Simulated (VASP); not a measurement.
Input of a VASP 6.6.1 run:

INCAR

```
PREC = Accurate
ENCUT = 500
EDIFF = 1E-6
ISMEAR = 0
SIGMA = 0.01
LREAL = False
LASPH = True
NELM = 120
ALGO = Normal
ISIF = 2
LWAVE = False
LCHARG = False
NBANDS = 16
GGA_COMPAT = False
```

File KPOINTS:

```
regular mesh
0
Gamma
  6 6 6
```

File POSCAR:

```
ZnSe
1.0
    0.0000000000      2.8338000000      2.8338000000
    2.8338000000      0.0000000000      2.8338000000
    2.8338000000      2.8338000000      0.0000000000
Zn Se
1 1
Direct
    0.0000000000      0.0000000000      0.0000000000
    0.7500000000      0.7500000000      0.7500000000
```

Potentials or basis: VASP PAW LDA potentials, release 64 (Zn, Se).

Command:

```sh
$ cat potpaw_LDA.64/Zn/POTCAR potpaw_LDA.64/Se/POTCAR > POTCAR
$ mpirun -np 1 vasp_std > vasp.out
```

Problem. What does it give for the pressure?

Solution. -3.1 GPa.

Problem. What does it give for the band gap on the k mesh?

Solution. 1.07 eV.

Caveat: the cell stands under tension. As with any semilocal functional, this LDA gap is likely too small.
